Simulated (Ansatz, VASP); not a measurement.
**Y: VASP beside Ansatz**

File INCAR:

```
SYSTEM = Y
PREC = Accurate ; ENCUT = 520
EDIFF = 1E-7 ; ISMEAR = -1
SIGMA = 0.1 ; LREAL = .FALSE.
LASPH = .TRUE. ; NELM = 60
ALGO = Normal ; ISIF = 2
LWAVE = .FALSE. ; LCHARG = .FALSE.
GGA = RE ; NBANDS = 24
```

File KPOINTS:

```
Automatic mesh
0
G
  7 7 10
  0 0 0
```

Contents of POSCAR:

```
Y
1.0
    5.7067662671      0.0000000000      0.0000000000
   -2.8533831335      4.9422045608      0.0000000000
    0.0000000000      0.0000000000      3.5638922961
Y
3
Direct
    1.0000000000      0.0000000000      1.0000000000
    0.3333333333      0.6666666667      0.5000000000
    0.6666666667      0.3333333333      0.5000000000
```

Input for Ansatz:

```yaml
crystal:
  lattice:
    - [5.7067662671, 0.0, 0.0]
    - [-2.8533831335, 4.9422045608, 0.0]
    - [0.0, 0.0, 3.5638922961]
  atoms:
    - { symbol: "Y", position: [1.0, 0.0, 1.0] }
    - { symbol: "Y", position: [0.3333333333, 0.6666666667, 0.5] }
    - { symbol: "Y", position: [0.6666666667, 0.3333333333, 0.5] }
hamiltonian:
  xc: revpbe
  pseudopotentials:
    kind: paw
    azcp:
      "Y": "pseudopotentials/Y.paw.azcp"
basis:
  ecutwfc: 420
  fft_grid_basis: typed
kpoints:
  mp_grid: { grid: [7, 7, 10], shift: [0, 0, 0] }
magnetization:
  spin_polarized: false
scf:
  occupations: { method: fermi_dirac, width: 0.1 }
  lower_state_search: "off"
output:
  stress: true
  write_density: true
  write_potential: true
  elf: true
  volumetric_format: npy
```

Alike in both runs: task single point; functional revPBE; k mesh 7 × 7 × 10; occupations fermi-dirac, width 0.1 eV; no spin polarisation.

```csv
,VASP,Ansatz
version,VASP 6.6.1,Ansatz 0.2.0
potentials or method,"VASP PAW PBE potentials, release 64 (Y_sv), cutoff 520 eV","plane waves (420 eV) with PAW, scalar-relativistic"
valence electrons in the cell,33,33
```

VASP gave:

```
pressure (GPa) : -0.1
```

**Question.** Which values does Ansatz return?

**Answer.** Pressure (GPa): 0.0.

VASP's potentials were made for PBE, not for revPBE. With one functional, cell and mesh, what is left measures potentials, basis and numerics.
